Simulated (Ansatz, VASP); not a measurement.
## MgO: VASP beside Ansatz

```
CELL_PARAMETERS angstrom
0.00000 2.07960 2.07960
2.07960 0.00000 2.07960
2.07960 2.07960 0.00000
ATOMIC_POSITIONS crystal
Mg 0.00000 0.00000 0.00000
O 0.50000 0.50000 0.50000
```

Alike in both runs: functional LDA; k mesh 10 × 10 × 10; occupations gaussian, width 0.02 eV; no spin polarisation.

Ansatz relaxed the structure, and its values are those at the end. VASP's run is a single point on that final structure, the one shown.

```csv
,VASP,Ansatz
version,VASP 6.6.1,Ansatz 0.2.0
potentials or method,"VASP PAW LDA potentials, release 64 (Mg, O), cutoff 600 eV","scalar-relativistic, plane waves, PAW"
valence electrons in the cell,8,16
```

```csv
,VASP,Ansatz,Ansatz less VASP
gap on the k mesh at the Fermi level (eV),5.04,5.03,-0.002
least direct gap on the mesh (eV),5.04,5.03,-0.002
pressure (GPa),-2.0,0.0,+1.95
```

LDA's correlation is that of Perdew and Zunger in VASP and of Perdew and Wang (1992) in Ansatz. VASP's potentials hold 8 valence electrons a cell and Ansatz's 16, so a difference there can come from the potentials and not from the codes.
